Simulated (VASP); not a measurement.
# NaS6 (P6/mmm) in VASP: single point with PBE

Aim: the single point of NaS6 with PBE.

Everything below comes from runs of VASP 6.6.1. Logs are shortened: lines on timing, memory, paths and dates and some standing lists are left out, and cuts for length are marked.

## 1. The cell of the first run

It takes space group P6/mmm (No. 191, hexagonal). Conventional cell: a = 6.114 Å, b = 6.114 Å, c = 10.251 Å, α = 90.00°, β = 90.00°, γ = 120.00°. Within 1.4 Å of S (site symmetry mm2) lie 2 S at 1.01 Å.

The cell was generated, and may not be a known phase.

## 2. Single point, PBE

INCAR reads:

```
ALGO     = Normal         # electronic algorithm
EDIFF    = 1E-6           # SCF threshold, eV
ENCUT    = 1130           # plane-wave cutoff, eV
GGA      = PE             # functional
GGA_COMPAT= False        
ISIF     = 2              # what is computed and relaxed
ISMEAR   = 0              # smearing method
LASPH    = True           # aspherical terms in the spheres
LCHARG   = False          # write CHGCAR
LREAL    = False          # projectors in reciprocal space
LWAVE    = False          # write WAVECAR
NBANDS   = 32             # bands
NELM     = 120            # most SCF steps
PREC     = Accurate       # precision mode
SIGMA    = 0.1            # smearing width, eV
```

KPOINTS reads:

```
k-points
0
Gamma
  3 3 2
```

POSCAR reads:

```
NaS6
1.0
    6.1139666200      0.0000000000      0.0000000000
   -3.0569833100      5.2948504100      0.0000000000
    0.0000000000      0.0000000000     10.2512070000
Na S
1 6
Direct
    0.0000000000      0.0000000000      0.0000000000
    0.9042651900      0.8085303800      0.5000000000
    0.1914696200      0.0957348100      0.5000000000
    0.9042651900      0.0957348100      0.5000000000
    0.0957348100      0.1914696200      0.5000000000
    0.8085303800      0.9042651900      0.5000000000
    0.0957348100      0.9042651900      0.5000000000
```

Potentials or basis: VASP PAW PBE potentials, release 64 (Na_sv, S).

On the command line:

```sh
$ cat potpaw_PBE.64/Na_sv/POTCAR potpaw_PBE.64/S/POTCAR > POTCAR
$ mpirun -np 1 vasp_std > vasp.out
```

OUTCAR:

```text
EDIFF = 1E-6
   ENCUT = 1130
   GGA = PE
   ISIF = 2
   ISMEAR = 0
   LASPH = True
   LREAL = False
   NELM = 120
   PREC = Accurate

 ion  position               nearest neighbor table
   1  0.000  0.000  0.000-
   2  0.904  0.809  0.500-   6 1.01   7 1.01   3 1.76   4 1.76   5 2.03
   3  0.191  0.096  0.500-   7 1.01   5 1.01   2 1.76   4 1.76   6 2.03
   4  0.904  0.096  0.500-   6 1.01   5 1.01   2 1.76   3 1.76   7 2.03
   5  0.096  0.191  0.500-   3 1.01   4 1.01   6 1.76   7 1.76   2 2.03
   6  0.809  0.904  0.500-   4 1.01   2 1.01   5 1.76   7 1.76   3 2.03
   7  0.096  0.904  0.500-   3 1.01   2 1.01   5 1.76   6 1.76   4 2.03

 -----------------------------------------------------------------------------
|                                                                             |
|           W    W    AA    RRRRR   N    N  II  N    N   GGGG   !!!           |
|           W    W   A  A   R    R  NN   N  II  NN   N  G    G  !!!           |
|           W    W  A    A  R    R  N N  N  II  N N  N  G       !!!           |
|           W WW W  AAAAAA  RRRRR   N  N N  II  N  N N  G  GGG   !            |
|           WW  WW  A    A  R   R   N   NN  II  N   NN  G    G                |
|           W    W  A    A  R    R  N    N  II  N    N   GGGG   !!!           |
|                                                                             |
|     The distance between some ions is very small. Please check the          |
|     nearest-neighbor list in the OUTCAR file.                               |
|     I HOPE YOU KNOW WHAT YOU ARE DOING!                                     |
|                                                                             |
 -----------------------------------------------------------------------------

  LATTYP: Found a hexagonal cell.
 ALAT       =     6.1139666200
 C/A-ratio  =     1.6766867792

  Lattice vectors:

 A1 = (   6.1139666200,   0.0000000000,   0.0000000000)
 A2 = (  -3.0569833100,   5.2948504100,   0.0000000000)
 A3 = (   0.0000000000,   0.0000000000,  10.2512070000)

Analysis of symmetry for initial positions (statically):
=====================================================================
 Subroutine PRICEL returns:
 Original cell was already a primitive cell.

 Routine SETGRP: Setting up the symmetry group for a
 hexagonal supercell.

 Subroutine GETGRP returns: Found 24 space group operations
 (whereof 24 operations were pure point group operations)
 out of a pool of 24 trial point group operations.

The static configuration has the point symmetry D_6h.

Analysis of symmetry for dynamics (positions and initial velocities):
=====================================================================
 Subroutine PRICEL returns:
 Original cell was already a primitive cell.

 Routine SETGRP: Setting up the symmetry group for a
 hexagonal supercell.

 Subroutine GETGRP returns: Found 24 space group operations
 (whereof 24 operations were pure point group operations)
 out of a pool of 24 trial point group operations.

The dynamic configuration has the point symmetry D_6h.

 Subroutine INISYM returns: Found 24 space group operations
 (whereof 24 operations are pure point group operations),
 and found     1 'primitive' translations

----------------------------------------------------------------------------------------

                                     Primitive cell

  volume of cell :     331.8576

  direct lattice vectors                    reciprocal lattice vectors
     6.113966620  0.000000000  0.000000000     0.163559938  0.094431374  0.000000000
    -3.056983310  5.294850410  0.000000000     0.000000000  0.188862748  0.000000000
     0.000000000  0.000000000 10.251207000     0.000000000  0.000000000  0.097549489

  length of vectors
     6.113966620  6.113966619 10.251207000     0.188862748  0.188862748  0.097549489

  position of ions in fractional coordinates (direct lattice)
     0.000000000  0.000000000  0.000000000
     0.904265190  0.808530380  0.500000000
     0.191469620  0.095734810  0.500000000
     0.904265190  0.095734810  0.500000000
     0.095734810  0.191469620  0.500000000
     0.808530380  0.904265190  0.500000000
     0.095734810  0.904265190  0.500000000

  ion indices of the primitive-cell ions
   primitive index   ion index
                 1           1
                 2           2
                 3           3
                 4           4
                 5           5
                 6           6
                 7           7

----------------------------------------------------------------------------------------

 KPOINTS: k-points

Automatic generation of k-mesh.
 Grid dimensions read from file:
 generate k-points for:    3    3    2

 Generating k-lattice:

  Cartesian coordinates                     Fractional coordinates (reciprocal lattice)
     0.054519979  0.031477125  0.000000000     0.333333333  0.000000000  0.000000000
     0.000000000  0.062954249  0.000000000     0.000000000  0.333333333  0.000000000
     0.000000000  0.000000000  0.048774744     0.000000000  0.000000000  0.500000000

  Length of vectors
     0.062954249  0.062954249  0.048774744

  Shift w.r.t. Gamma in fractional coordinates (k-lattice)
     0.000000000  0.000000000  0.000000000

 Subroutine IBZKPT returns following result:
 ===========================================

 Found      6 irreducible k-points:

 Following reciprocal coordinates:
            Coordinates               Weight
  0.000000  0.000000  0.000000      1.000000
  0.333333 -0.000000  0.000000      6.000000
  0.333333  0.333333  0.000000      2.000000
  0.000000  0.000000  0.500000      1.000000
  0.333333 -0.000000  0.500000      6.000000
  0.333333  0.333333  0.500000      2.000000
   k-points           NKPTS =      6   k-points in BZ     NKDIM =      6   number of bands    NBANDS=     32
   number of dos      NEDOS =    301   number of ions     NIONS =      7
   total plane-waves  NPLWV = 548800
   dimension x,y,z NGX =    70 NGY =   70 NGZ =  112
   dimension x,y,z NGXF=   140 NGYF=  140 NGZF=  224
   ions per type =               1   6
   NGX,Y,Z   is equivalent  to a cutoff of  19.03, 19.03, 18.16 a.u.
   NGXF,Y,Z  is equivalent  to a cutoff of  38.07, 38.07, 36.33 a.u.
 SYSTEM =  unknown system
   PREC   = accura    normal or accurate (medium, high low for compatibility)
   ISTART =      0    job   : 0-new  1-cont  2-samecut
   ICHARG =      2    charge: 1-file 2-atom 10-const
   ISPIN  =      1    spin polarized calculation?
   LNONCOLLINEAR =      F non collinear calculations
   LSORBIT =      F    spin-orbit coupling
   LASPH  =      T    aspherical Exc in radial PAW
   ENCUT  = 1130.0 eV  83.05 Ry    9.11 a.u.  16.76 16.76 28.10*2*pi/ulx,y,z
   NELM   =    120;   NELMIN=  2; NELMDL= -5     # of ELM steps
   EDIFF  = 0.1E-05   stopping-criterion for ELM
   LREAL  =      F    real-space projection
   EDIFFG = 0.1E-04   stopping-criterion for IOM
   NSW    =      0    number of steps for IOM
   IBRION =     -1    ionic relax: 0-MD 1-quasi-New 2-CG
   NFREE  =      0    steps in history (QN), initial steepest desc. (CG)
   ISIF   =      2    stress and relaxation
   ISYM   =      2    0-nonsym 1-usesym 2-fastsym
   POTIM  = 0.5000    time-step for ionic-motion
   TEBEG  =    0.0;   TEEND  =   0.0 temperature during run
   PSTRESS=    0.0 pullay stress
   NELECT =      45.0000    total number of electrons
   NUPDOWN=      -1.0000    fix difference up-down
   EMIN   =  10.00;   EMAX   =-10.00  energy-range for DOS
   EFERMI =   0.00;   METHOD = LEGACY
   ISMEAR =     0;   SIGMA  =   0.10  broadening in eV -4-tet -1-fermi 0-gaus
   EFERMI_NEDOS =   21; number of points for ismear=-14 and -15
   IALGO  =     38    algorithm
   IMIX   =      4    mixing-type and parameters
     AMIX     =   0.40;   BMIX     =  1.00
     AMIX_MAG =   1.60;   BMIX_MAG =  1.00
  volume/ion in A,a.u.               =      47.41       319.93
  Fermi-wavevector in a.u.,A,eV,Ry     =   0.841063  1.589378  9.624579  0.707387
  Thomas-Fermi vector in A             =   1.955546
   LORBIT       =      0    0 simple, 1 ext, 2 COOP (PROOUT), +10 PAW based schemes
   GGA     = PE    functional components
   LHFCALC =     F    Hartree Fock is set to
   AEXX    =    0.0000 exact exchange contribution
   IVDW    =     0    specifies the selected vdW correction
   LEPSILON=     F    determine dielectric tensor
   LRPA    =     F    only Hartree local field effects (RPA)
 non-spin polarized calculation
 Gauss-broadening in eV      SIGMA  =   0.10
  energy-cutoff  :     1130.00
  volume of cell :      331.86
 maximum number of plane-waves:     28737
 NGX is ok and might be reduce to    70
   NGX = 33   NGY = 33   NGZ = 57

 number of electron      44.9999994 magnetization

 Free energy of the ion-electron system (eV)
  ---------------------------------------------------
  ext. energy  EPLUGINS =         0.00000000
  ---------------------------------------------------
  free energy    TOTEN  =       456.39618384 eV

  energy without entropy =      456.48128248  energy(sigma->0) =      456.43873316

 E-fermi :   0.6400     XC(G=0):  -4.8755

 val. band max:        0.6180220689   @ k =   0.3333   0.3333   0.5000
 cond. band min:       0.6447748424   @ k =   0.3333  -0.0000   0.5000
 fundamental gap:      0.0267527735
 Fermi energy:         0.6400165161

 k-point     1 :       0.0000    0.0000    0.0000
  band No.  band energies     occupation
      1     -53.6466      2.00000
      2     -31.3008      2.00000
      3     -25.5596      2.00000
      4     -25.5596      2.00000
      5     -25.5585      2.00000
      6     -22.3854      2.00000
[... 24 lines left out ...]
     31       4.5585      0.00000
     32       5.0520      0.00000

 k-point     2 :       0.3333   -0.0000    0.0000
  band No.  band energies     occupation
      1     -53.6466      2.00000
      2     -31.3008      2.00000
      3     -25.5596      2.00000
      4     -25.5596      2.00000
      5     -25.5585      2.00000
      6     -22.3850      2.00000
[... 24 lines left out ...]
     31       3.7480      0.00000
     32       4.5956      0.00000

 k-point     3 :       0.3333    0.3333    0.0000
  band No.  band energies     occupation
      1     -53.6466      2.00000
      2     -31.3007      2.00000
      3     -25.5596      2.00000
      4     -25.5596      2.00000
      5     -25.5585      2.00000
      6     -22.3848      2.00000
[... 24 lines left out ...]
     31       3.2260      0.00000
     32       3.2260      0.00000

 k-point     4 :       0.0000    0.0000    0.5000
  band No.  band energies     occupation
      1     -53.6466      2.00000
      2     -31.3008      2.00000
      3     -25.5596      2.00000
      4     -25.5596      2.00000
      5     -25.5585      2.00000
      6     -22.3854      2.00000
[... 24 lines left out ...]
     31       4.5755      0.00000
     32       4.6531      0.00000

 k-point     5 :       0.3333   -0.0000    0.5000
  band No.  band energies     occupation
      1     -53.6466      2.00000
      2     -31.3008      2.00000
      3     -25.5596      2.00000
      4     -25.5596      2.00000
      5     -25.5585      2.00000
      6     -22.3850      2.00000
[... 24 lines left out ...]
     31       3.9091      0.00000
     32       4.1094      0.00000

 k-point     6 :       0.3333    0.3333    0.5000
  band No.  band energies     occupation
      1     -53.6466      2.00000
      2     -31.3007      2.00000
      3     -25.5596      2.00000
      4     -25.5596      2.00000
      5     -25.5585      2.00000
      6     -22.3848      2.00000
[... 24 lines left out ...]
     31       3.9480      0.00000
     32       3.9480      0.00000

------------------------ aborting loop because EDIFF is reached ----------------------------------------

  FORCE on cell =-STRESS in cart. coord.  units (eV):
  Direction    XX          YY          ZZ          XY          YZ          ZX
  --------------------------------------------------------------------------------------
  -------------------------------------------------------------------------------------
  Total     1101.7195825   1101.7195821     -1.1270090      0.0000000      0.0000000      0.0000000
  in kB     5318.9987688   5318.9987672     -5.4410935      0.0000000      0.0000000      0.0000000
  external PRESSURE =    3544.1854808 kB  Pullay stress =       0.0000000 kB

 VOLUME and BASIS-vectors are now :
 -----------------------------------------------------------------------------
  energy-cutoff  :     1130.00
  volume of cell :      331.86
      direct lattice vectors                 reciprocal lattice vectors
     6.113966620  0.000000000  0.000000000     0.163559938  0.094431374  0.000000000
    -3.056983310  5.294850410  0.000000000     0.000000000  0.188862748  0.000000000
     0.000000000  0.000000000 10.251207000     0.000000000  0.000000000  0.097549489

 POSITION                                       TOTAL-FORCE (eV/Angst)
 -----------------------------------------------------------------------------------
      0.00000      0.00000      0.00000        -0.000000     -0.000000      0.000000
      3.05698      4.28105      5.12560        -0.000000   -363.124128     -0.000000
      0.87798      0.50690      5.12560       314.474719    181.562064     -0.000000
      5.23599      0.50690      5.12560      -314.474719    181.562064      0.000000
      0.00000      1.01380      5.12560        -0.000000    363.124128      0.000000
      2.17900      4.78795      5.12560      -314.474719   -181.562064     -0.000000
     -2.17900      4.78795      5.12560       314.474719   -181.562064      0.000000
 -----------------------------------------------------------------------------------
    total drift:                                0.000000     -0.000000      0.000000

  FREE ENERGIE OF THE ION-ELECTRON SYSTEM (eV)
  ---------------------------------------------------
  free  energy   TOTEN  =       456.3961838432 eV

  energy  without entropy=      456.4812824784  energy(sigma->0) =      456.43873316
```

Wall time 6.1 min (1 thread of Intel Xeon Platinum 8375C at 2.90GHz (Ice Lake), shared host); peak memory 1 GiB.

What came out:

- Free energy: 456.3962 eV
- Pressure: 354.4 GPa
- Largest force: 363.124 eV/Å
- Band gap on the k mesh: zero (an odd number of electrons rules out a gap without spin polarisation)

Forces in eV/Å, atoms in the order of the input:
```
Na     0.000    0.000    0.000
S      0.000 -363.124    0.000
S    314.475  181.562    0.000
S   -314.475  181.562    0.000
S      0.000  363.124    0.000
S   -314.475 -181.562    0.000
S    314.475 -181.562    0.000
```

Caveat: the k points lie up to 0.40 Å⁻¹ apart, too coarse for converged energies and pressures of a metal; atoms lie so close that the PAW spheres overlap strongly, which falsifies energies and pressures; an odd number of electrons without spin polarisation forces a metal; a magnetic or distorted state may lie lower.

The gap in the log of VASP goes by the Fermi energy; the results here count the filled bands.